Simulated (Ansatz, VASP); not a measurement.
**Two plane-wave programs on MoW14**

```
Mo W
1.0
     6.32000    0.00000    0.00000
     0.00000    6.32000    0.00000
     0.00000    0.00000    6.32000
Mo W
1 14
Cartesian
  -1.5667 1.5667 1.5667
  3.1607 0.0020 0.0020
  -0.0020 3.1593 0.0020
  -0.0020 0.0020 3.1593
  1.5690 1.5683 1.5683
  3.1611 3.1589 -0.0001
  3.1611 -0.0001 3.1589
  0.0001 3.1589 3.1589
  1.5656 4.7544 1.5664
  1.5656 1.5664 4.7544
  3.1618 3.1582 3.1582
  4.7517 4.7510 1.5683
  4.7517 1.5683 4.7510
  1.5686 4.7514 4.7514
  4.7536 4.7544 4.7544
```

Alike in both runs: functional PBEsol; k mesh 3 × 3 × 3; occupations gaussian, width 0.05 eV; no spin polarisation.

Ansatz relaxed the structure, and its values are those at the end. VASP's run is a single point on that final structure, the one shown.

|  | VASP | Ansatz |
| --- | --- | --- |
| version | VASP 6.6.1 | Ansatz 0.2.0 |
| potentials or method | VASP PAW PBE potentials, release 64 (Mo_sv, W_sv), cutoff 520 eV | scalar-relativistic, plane waves, PAW |
| valence electrons in the cell | 210 | 210 |

|  | VASP | Ansatz | Ansatz less VASP |
| --- | --- | --- | --- |
| rms of the force components (eV/Å) | 0.010 | 0.008 | -0.0015 |

VASP's potentials were made for PBE, not for PBEsol, and Ansatz warns of the same on its side. The functional is the same, so the differences come from potentials, cutoffs and numerics.

Neither program's run includes spin-orbit coupling.
